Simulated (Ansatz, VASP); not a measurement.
# Two plane-wave programs on OsC2

```
Os C
1.0
     4.00583    0.00000    0.00000
     0.00000    4.00583    0.00000
     0.00000    0.00000    4.00583
Os C
2 4
Cartesian
  0.0000 0.0000 0.0000
  2.0029 2.0029 2.0029
  1.0015 1.0015 1.0015
  1.0015 3.0044 3.0044
  3.0044 3.0044 1.0015
  3.0044 1.0015 3.0044
```

Alike in both runs: task relaxation of cell and atoms; functional r2SCAN; k mesh 4 × 4 × 4; occupations gaussian, width 0.1 eV; no spin polarisation.

```csv
,VASP,Ansatz
version,VASP 6.6.1,Ansatz 0.2.0
potentials or method,"VASP PAW PBE potentials, release 64 (Os, C), cutoff 600 eV","scalar-relativistic, plane waves, PAW"
valence electrons in the cell,32,48
```

```tsv
	VASP	Ansatz	Ansatz less VASP
gap on the k mesh at the Fermi level, each at its own relaxed structure (eV)	none	none	-
relaxed volume (Å³/atom)	13.72	13.60	-0.129
relaxed length of the cell vector where the two differ most in proportion (Å)	4.351	4.337	-0.0137
```

VASP's potentials were made for PBE, not for r2SCAN. A gap of «none» marks a metal or a gap that the smearing closes. VASP's potentials hold 32 valence electrons a cell and Ansatz's 48, so a difference there can come from the potentials and not from the codes.

The k mesh is coarse, so the values compare programs but aren't converged. Neither program's run includes spin-orbit coupling. Noted on VASP's run: the volume moved by over 15 % at a fixed basis, so the end points are rough.
